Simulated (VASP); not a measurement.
# Ni (Fm-3m) in VASP: single point with r2SCAN

Aim: the single point of Ni with r2SCAN.

All numbers are computed with VASP 6.6.1; they aren't measurements. Logs are shortened: lines on timing, memory, paths and dates and some standing lists are left out, and cuts for length are marked.

## (1) The cell of the first run

The structure is cubic, space group Fm-3m (No. 225). The conventional cell has a = 3.409 Å, b = 3.409 Å, c = 3.409 Å, α = 90.00°, β = 90.00°, γ = 90.00°. Within 3.2 Å of Ni (site symmetry m-3m) lie 12 Ni at 2.41 Å.

## (2) Single point, r2SCAN

POSCAR reads:

```
Ni
1.0
    0.0000000000      1.7047240000      1.7047240000
    1.7047240000      0.0000000000      1.7047240000
    1.7047240000      1.7047240000      0.0000000000
Ni
1
Direct
    0.0000000000      0.0000000000      0.0000000000
```

INCAR.step1 reads:

```
PREC = Accurate ; ENCUT = 520
ISMEAR = 1 ; SIGMA = 0.0173
LREAL = F ; LASPH = T
NELM = 60 ; NBANDS = 11
GGA = PE ; ALGO = Normal
EDIFF = 1E-4 ; LWAVE = T
LCHARG = F
```

INCAR.step2 reads:

```
PREC = Accurate ; ENCUT = 520
EDIFF = 1E-6 ; ISMEAR = 1
SIGMA = 0.0173 ; LREAL = F
LASPH = T ; NELM = 60
ALGO = Normal ; ISIF = 2
LWAVE = F ; LCHARG = F
METAGGA = R2SCAN ; LMIXTAU = T
NBANDS = 11 ; ISTART = 1
```

KPOINTS reads:

```
regular mesh
0
Gamma
  13 13 13
```

Potentials or basis: VASP PAW PBE potentials, release 64 (Ni).

Command:

```console
cat potpaw_PBE.64/Ni/POTCAR > POTCAR
cp INCAR.step1 INCAR
mpirun -np 1 vasp_std > vasp.out
cp INCAR.step2 INCAR
mpirun -np 1 vasp_std > vasp.out
```

OUTCAR:

```text
PREC = Accurate
   ENCUT = 520
   EDIFF = 1E-6
   ISMEAR = 1
   LREAL = F
   LASPH = T
   NELM = 60
   ISIF = 2
   METAGGA = R2SCAN
   ISTART = 1

 ion  position               nearest neighbor table
   1  0.000  0.000  0.000-

  LATTYP: Found a face centered cubic cell.
 ALAT       =     3.4094480000

  Lattice vectors:

 A1 = (   0.0000000000,   1.7047240000,   1.7047240000)
 A2 = (   1.7047240000,   0.0000000000,   1.7047240000)
 A3 = (   1.7047240000,   1.7047240000,   0.0000000000)

Analysis of symmetry for initial positions (statically):
=====================================================================
 Subroutine PRICEL returns:
 Original cell was already a primitive cell.

 Routine SETGRP: Setting up the symmetry group for a
 face centered cubic supercell.

 Subroutine GETGRP returns: Found 48 space group operations
 (whereof 48 operations were pure point group operations)
 out of a pool of 48 trial point group operations.

The static configuration has the point symmetry O_h .

Analysis of symmetry for dynamics (positions and initial velocities):
=====================================================================
 Subroutine PRICEL returns:
 Original cell was already a primitive cell.

 Routine SETGRP: Setting up the symmetry group for a
 face centered cubic supercell.

 Subroutine GETGRP returns: Found 48 space group operations
 (whereof 48 operations were pure point group operations)
 out of a pool of 48 trial point group operations.

The dynamic configuration has the point symmetry O_h .

 Subroutine INISYM returns: Found 48 space group operations
 (whereof 48 operations are pure point group operations),
 and found     1 'primitive' translations

----------------------------------------------------------------------------------------

                                     Primitive cell

  volume of cell :       9.9081

  direct lattice vectors                    reciprocal lattice vectors
     0.000000000  1.704724000  1.704724000    -0.293302611  0.293302611  0.293302611
     1.704724000  0.000000000  1.704724000     0.293302611 -0.293302611  0.293302611
     1.704724000  1.704724000  0.000000000     0.293302611  0.293302611 -0.293302611

  length of vectors
     2.410843801  2.410843801  2.410843801     0.508015024  0.508015024  0.508015024

  position of ions in fractional coordinates (direct lattice)
     0.000000000  0.000000000  0.000000000

  ion indices of the primitive-cell ions
   primitive index   ion index
                 1           1

----------------------------------------------------------------------------------------

 KPOINTS: regular mesh

Automatic generation of k-mesh.
 Grid dimensions read from file:
 generate k-points for:   13   13   13

 Generating k-lattice:

  Cartesian coordinates                     Fractional coordinates (reciprocal lattice)
    -0.022561739  0.022561739  0.022561739     0.076923077  0.000000000  0.000000000
     0.022561739 -0.022561739  0.022561739     0.000000000  0.076923077  0.000000000
     0.022561739  0.022561739 -0.022561739     0.000000000  0.000000000  0.076923077

  Length of vectors
     0.039078079  0.039078079  0.039078079

  Shift w.r.t. Gamma in fractional coordinates (k-lattice)
     0.000000000  0.000000000  0.000000000

 Subroutine IBZKPT returns following result:
 ===========================================

 Found     84 irreducible k-points:

 Following reciprocal coordinates:
            Coordinates               Weight
  0.000000  0.000000  0.000000      1.000000
  0.076923  0.000000  0.000000      8.000000
  0.153846  0.000000  0.000000      8.000000
  0.230769  0.000000  0.000000      8.000000
  0.307692  0.000000  0.000000      8.000000
  0.384615  0.000000  0.000000      8.000000
[... 16 lines left out ...]
  0.384615  0.153846  0.000000     24.000000
  0.461538  0.153846  0.000000     24.000000
 [... further k-points ...]
   k-points           NKPTS =     84   k-points in BZ     NKDIM =     84   number of bands    NBANDS=     11
   number of dos      NEDOS =    301   number of ions     NIONS =      1
   total plane-waves  NPLWV =   5832
   dimension x,y,z NGX =    18 NGY =   18 NGZ =   18
   dimension x,y,z NGXF=    36 NGYF=   36 NGZF=   36
   ions per type =               1
   NGX,Y,Z   is equivalent  to a cutoff of  12.41, 12.41, 12.41 a.u.
   NGXF,Y,Z  is equivalent  to a cutoff of  24.82, 24.82, 24.82 a.u.
 SYSTEM =  unknown system
   PREC   = accura    normal or accurate (medium, high low for compatibility)
   ISTART =      1    job   : 0-new  1-cont  2-samecut
   ICHARG =      0    charge: 1-file 2-atom 10-const
   ISPIN  =      1    spin polarized calculation?
   LNONCOLLINEAR =      F non collinear calculations
   LSORBIT =      F    spin-orbit coupling
   LASPH  =      T    aspherical Exc in radial PAW
   ENCUT  =  520.0 eV  38.22 Ry    6.18 a.u.   4.48  4.48  4.48*2*pi/ulx,y,z
   NELM   =     60;   NELMIN=  2; NELMDL=  0     # of ELM steps
   EDIFF  = 0.1E-05   stopping-criterion for ELM
   LREAL  =      F    real-space projection
   EDIFFG = 0.1E-04   stopping-criterion for IOM
   NSW    =      0    number of steps for IOM
   IBRION =     -1    ionic relax: 0-MD 1-quasi-New 2-CG
   NFREE  =      0    steps in history (QN), initial steepest desc. (CG)
   ISIF   =      2    stress and relaxation
   ISYM   =      2    0-nonsym 1-usesym 2-fastsym
   POTIM  = 0.5000    time-step for ionic-motion
   TEBEG  =    0.0;   TEEND  =   0.0 temperature during run
   PSTRESS=    0.0 pullay stress
   NELECT =      10.0000    total number of electrons
   NUPDOWN=      -1.0000    fix difference up-down
   EMIN   =  10.00;   EMAX   =-10.00  energy-range for DOS
   EFERMI =   0.00;   METHOD = LEGACY
   ISMEAR =     1;   SIGMA  =   0.02  broadening in eV -4-tet -1-fermi 0-gaus
   EFERMI_NEDOS =   21; number of points for ismear=-14 and -15
   IALGO  =     38    algorithm
   IMIX   =      4    mixing-type and parameters
     AMIX     =   0.40;   BMIX     =  1.00
     AMIX_MAG =   1.60;   BMIX_MAG =  1.00
  volume/ion in A,a.u.               =       9.91        66.86
  Fermi-wavevector in a.u.,A,eV,Ry     =   1.642142  3.103199 36.689891  2.696631
  Thomas-Fermi vector in A             =   2.732494
   LORBIT       =      0    0 simple, 1 ext, 2 COOP (PROOUT), +10 PAW based schemes
   METAGGA = R2SCAN    functional components
   LHFCALC =     F    Hartree Fock is set to
   AEXX    =    0.0000 exact exchange contribution
   IVDW    =     0    specifies the selected vdW correction
   LEPSILON=     F    determine dielectric tensor
   LRPA    =     F    only Hartree local field effects (RPA)
 non-spin polarized calculation
 Methfessel and Paxton  Order N= 1 SIGMA  =   0.02
  energy-cutoff  :      520.00
  volume of cell :        9.91
 maximum number of plane-waves:       283
 NGX is ok and might be reduce to    18
   NGX =  9   NGY =  9   NGZ =  9

 number of electron       9.9999993 magnetization

 Free energy of the ion-electron system (eV)
  ---------------------------------------------------
  ext. energy  EPLUGINS =         0.00000000
  ---------------------------------------------------
  free energy    TOTEN  =       -11.80436079 eV

  energy without entropy =      -11.80432691  energy(sigma->0) =      -11.80434950

 E-fermi :  10.3856     XC(G=0): -15.0032

 val. band max:       10.3684094515   @ k =   0.4615   0.1538   0.0000
 cond. band min:      10.3883256318   @ k =  -0.3077   0.3846   0.1538
 fundamental gap:      0.0199161803
 Fermi energy:        10.3855961712

 k-point     1 :       0.0000    0.0000    0.0000
  band No.  band energies     occupation
      1       0.5099      2.00000
      2       8.2220      2.00000
      3       8.2221      2.00000
      4       8.2221      2.00000
      5       9.4258      2.00000
      6       9.4258      2.00000
      7      35.9424      0.00000
      8      41.0179      0.00000
      9      41.0179      0.00000
     10      41.0180      0.00000
     11      44.1350      0.00000

 k-point     2 :       0.0769    0.0000    0.0000
  band No.  band energies     occupation
      1       0.7674      2.00000
      2       8.1455      2.00000
      3       8.2823      2.00000
      4       8.2823      2.00000
      5       9.4002      2.00000
      6       9.4002      2.00000
      7      35.2054      0.00000
      8      38.4430      0.00000
      9      40.4940      0.00000
     10      40.4940      0.00000
     11      44.9067      0.00000

 k-point     3 :       0.1538    0.0000    0.0000
  band No.  band energies     occupation
      1       1.5161      2.00000
      2       7.9566      2.00000
      3       8.4089      2.00000
      4       8.4090      2.00000
      5       9.3764      2.00000
      6       9.3764      2.00000
      7      31.8652      0.00000
      8      37.1151      0.00000
      9      39.6481      0.00000
     10      39.6482      0.00000
     11      45.2574      0.00000

 k-point     4 :       0.2308    0.0000    0.0000
  band No.  band energies     occupation
      1       2.6647      2.00000
      2       7.7799      2.00000
      3       8.4477      2.00000
      4       8.4477      2.00000
      5       9.5004      2.00000
      6       9.5004      2.00000
      7      27.6896      0.00000
      8      36.4122      0.00000
      9      38.9614      0.00000
     10      38.9615      0.00000
     11      45.1194      0.00000
[... 239 lines left out ...]
 k-point    22 :       0.3077    0.1538    0.0000
  band No.  band energies     occupation
      1       3.8331      2.00000
      2       7.2955      2.00000
      3       8.3102      2.00000
      4       8.8146      2.00000
      5       9.6571      2.00000
      6       9.9488      2.00000
      7      26.9409      0.00000
      8      33.5204      0.00000
      9      33.6190      0.00000
     10      36.9933      0.00000
     11      43.7617      0.00000

 k-point    23 :       0.3846    0.1538    0.0000
  band No.  band energies     occupation
      1       4.9738      2.00000
      2       7.3122      2.00000
      3       8.0779      2.00000
      4       8.7133      2.00000
      5      10.2159      2.00000
      6      10.5203     -0.00000
      7      23.0433      0.00000
      8      32.4021      0.00000
      9      33.1735      0.00000
     10      36.1780      0.00000
     11      46.5127      0.00000

 k-point    24 :       0.4615    0.1538    0.0000
  band No.  band energies     occupation
      1       5.6292      2.00000
      2       7.4885      2.00000
      3       8.1430      2.00000
      4       8.5866      2.00000
      5      10.3684      2.04887
      6      11.7774      0.00000
      7      19.6764      0.00000
      8      31.1592      0.00000
      9      33.3970      0.00000
     10      35.6149      0.00000
     11      46.2222      0.00000

 [... further k-points ...]
[... 5 lines left out ...]
  --------------------------------------------------------------------------------------
  -------------------------------------------------------------------------------------
  Total        0.7812428      0.7812428      0.7812428      0.0000000      0.0000000      0.0000000
  in kB      126.3293867    126.3293867    126.3293867      0.0000000      0.0000000      0.0000000
  external PRESSURE =     126.3293867 kB  Pullay stress =       0.0000000 kB

 VOLUME and BASIS-vectors are now :
 -----------------------------------------------------------------------------
  energy-cutoff  :      520.00
  volume of cell :        9.91
      direct lattice vectors                 reciprocal lattice vectors
     0.000000000  1.704724000  1.704724000    -0.293302611  0.293302611  0.293302611
     1.704724000  0.000000000  1.704724000     0.293302611 -0.293302611  0.293302611
     1.704724000  1.704724000  0.000000000     0.293302611  0.293302611 -0.293302611

 POSITION                                       TOTAL-FORCE (eV/Angst)
 -----------------------------------------------------------------------------------
      0.00000      0.00000      0.00000        -0.000000     -0.000000     -0.000000
 -----------------------------------------------------------------------------------
    total drift:                                0.000000     -0.000000      0.000000

  FREE ENERGIE OF THE ION-ELECTRON SYSTEM (eV)
  ---------------------------------------------------
  free  energy   TOTEN  =       -11.8043607945 eV

  energy  without entropy=      -11.8043269060  energy(sigma->0) =      -11.80434950
```

Run time: 15 s. Hardware: 1 thread of Intel Xeon 6975P-C (Granite Rapids), shared host; peak memory 0.12 GiB.

Results:

| Quantity | Value |
| --- | --- |
| Free energy | -11.8044 eV |
| Pressure | 12.6 GPa |
| Band gap on the k mesh | zero (band 5 reaches 10.57 eV, above the bottom of band 6 at 9.38 eV) |

Levels at points of the mesh, in eV from the Fermi level:
| k point | band 2 | band 3 | band 4 | band 5 | band 6 | band 7 | band 8 | band 9 |
| --- | --- | --- | --- | --- | --- | --- | --- | --- |
| (0.00, 0.00, 0.00) | -2.16 | -2.16 | -2.16 | -0.96 | -0.96 | 25.56 | 30.63 | 30.63 |

Caveat: the PAW data sets were made with another functional, which shifts forces and pressure a little; the run has no spin polarisation, though such a crystal can be magnetic.
